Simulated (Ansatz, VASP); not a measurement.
## CuI: VASP beside Ansatz

```xyz
2
Lattice="0.0000 3.4029 2.4059 3.4029 0.0000 2.4059 3.4029 3.4029 0.0000" Properties=species:S:1:pos:R:3 pbc="T T T"
Cu    5.1044    5.1044    3.6088
I     0.0000    0.0000    0.0000
```

Alike in both runs: task single point; functional PBEsol; k mesh 8 × 8 × 8; occupations gaussian, width 0.05 eV; no spin polarisation.

|  | VASP | Ansatz |
| --- | --- | --- |
| version | VASP 6.6.1 | Ansatz 0.2.0 |
| potentials or method | VASP PAW PBE potentials, release 64 (Cu, I), cutoff 520 eV | scalar-relativistic, plane waves, PAW |
| valence electrons in the cell | 18 | 36 |

```csv
,VASP,Ansatz,Ansatz less VASP
gap on the k mesh at the Fermi level (eV),0.86,0.84,-0.016
least direct gap on the mesh (eV),0.86,0.84,-0.016
pressure (GPa),-3.8,-3.9,-0.05
"traceless stress, the component that is largest in VASP (GPa)",2.97,3.01,+0.033
```

VASP's potentials were made for PBE, not for PBEsol. VASP's potentials hold 18 valence electrons a cell and Ansatz's 36, so a difference there can come from the potentials and not from the codes.

Spin-orbit coupling is off throughout.
